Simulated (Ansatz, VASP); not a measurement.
## Ti3H in VASP and in Ansatz

```xyz
8
Lattice="4.6040 0.0000 0.0000 -2.3020 3.9872 0.0000 0.0000 0.0000 22.4970" Properties=species:S:1:pos:R:3 pbc="T T T"
Ti    2.3020    1.3291    4.0000
Ti    0.0000    2.6581    4.9398
Ti    0.0000    0.0000    5.8796
Ti    2.3020    1.3291    6.7054
Ti    0.0000    2.6581    7.4344
Ti    0.0000    0.0000    8.4970
H    -0.9678    3.2169    9.9070
H     0.9678    2.0994    9.9070
```

Alike in both runs: task single point; functional PBE; k mesh 6 × 6 × 1; occupations gaussian, width 0.1 eV; no spin polarisation.

|  | VASP | Ansatz |
| --- | --- | --- |
| version | VASP 6.6.1 | Ansatz 0.2.0 |
| potentials or method | VASP PAW PBE potentials, release 64 (Ti_sv, H), cutoff 520 eV | scalar-relativistic, plane waves, PAW |
| valence electrons in the cell | 74 | 74 |

```csv
,VASP,Ansatz,Ansatz less VASP
gap on the k mesh at the Fermi level (eV),none,none,-
rms of the force components (eV/Å),0.794,0.795,+0.0015
```

Atom by atom the forces differ by 0.005 eV/Å (rms over components). A gap of «none» marks a metal or a gap that the smearing closes.
